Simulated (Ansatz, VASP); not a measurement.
## HfPdSe2 in VASP and in Ansatz

INCAR

```
  PREC = Accurate
  ENCUT = 600
  EDIFF = 1E-6
  ISMEAR = 0
  SIGMA = 0.1
  LREAL = F
  LASPH = T
  NELM = 100
  ALGO = Normal
  ISIF = 3
  LWAVE = F
  LCHARG = F
  GGA = PE
  IBRION = 2
  NSW = 90
  EDIFFG = -0.04
```

KPOINTS

```
Automatic mesh
0
Gamma
  4 4 4
```

POSCAR

```
HfPdSe2
1.0
    4.2126986400      0.0000000000      0.0000000000
    0.0000000000      4.2126986400      0.0000000000
    0.0000000000      0.0000000000      5.9447871300
Hf Pd Se
1 1 2
Direct
    0.5000000000      0.5000000000      0.0000000000
    0.0000000000      0.0000000000      0.5000000000
    0.5000000000      0.0000000000      0.7684750000
    0.0000000000      0.5000000000      0.2315250000
```

Input for Ansatz:

```yaml
crystal:
  lattice:
    - [4.21269864, 0.0, 0.0]
    - [0.0, 4.21269864, 0.0]
    - [0.0, 0.0, 5.94478713]
  atoms:
    - { symbol: Hf, position: [0.5, 0.5, 0.0] }
    - { symbol: Pd, position: [0.0, 0.0, 0.5] }
    - { symbol: Se, position: [0.5, 0.0, 0.768475] }
    - { symbol: Se, position: [0.0, 0.5, 0.231525] }
basis:
  ecutwfc: 420
kpoints:
  mp_grid: { grid: [4, 4, 4] }
hamiltonian:
  xc: pbe
scf:
  occupations: { method: gaussian, width: 0.1 }
  lower_state_search: "off"
output:
  forces: true
  stress: true
  eigenvalues: true
relax:
  adjacent_minimum: "off"
  f_tol: 0.04
  max_steps: 70
  cell: { stress_tol: 0.4 }
```

Change from the starting cell: species swapped into the InGaAs2 type (P-4m2, No. 115).

Alike in both runs: task relaxation of cell and atoms; functional PBE; k mesh 4 × 4 × 4; occupations gaussian, width 0.1 eV; no spin polarisation.

|  | VASP | Ansatz |
| --- | --- | --- |
| version | VASP 6.6.1 | Ansatz 0.2.0 |
| potentials or method | VASP PAW PBE potentials, release 64 (Hf_pv, Pd, Se), cutoff 600 eV | scalar-relativistic, plane waves, PAW |
| valence electrons in the cell | 32 | 76 |

|  | VASP | Ansatz | Ansatz less VASP |
| --- | --- | --- | --- |
| gap on the k mesh at the Fermi level, each at its own relaxed structure (eV) | 0.19 | 0.21 | +0.013 |
| relaxed volume (Å³/atom) | 25.50 | 25.62 | +0.119 |
| relaxed length of the cell vector where the two differ most in proportion (Å) | 4.176 | 4.187 | +0.0113 |

VASP's potentials hold 32 valence electrons a cell and Ansatz's 76, so a difference there can come from the potentials and not from the codes.

Spin-orbit coupling is off throughout.
